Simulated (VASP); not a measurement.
The system is Ti.

```
CELL_PARAMETERS angstrom
0.00000 1.97023 1.97023
1.97023 0.00000 1.97023
1.97023 1.97023 0.00000
ATOMIC_POSITIONS crystal
Ti 0.00000 0.00000 0.00000
```

Base run:

* Program: VASP 6.6.1
* Functional: PBE
* Potentials or basis: VASP PAW PBE potentials, release 64 (Ti_sv)
* Cutoff: 520 eV
* k mesh: 20 × 20 × 20
* Occupations: gaussian, width 0.15 eV
* Spin: collinear spin, ferromagnetic start
* Starting moments: [0.25] μB
* Fixed moment: 0.25 μB

Its results: pressure 16.9 GPa; site moments Ti +0.18 μB.

Task: The run is repeated on the same cell with these changes: fixed moment from 0.25 μB to 0.75 μB; moments at the start from [0.25] to [0.75]. What comes out?

Result: Pressure 19.0 GPa; site moments Ti +0.53 μB.

Caveats: the total moment is fixed, so each spin has its own Fermi level.
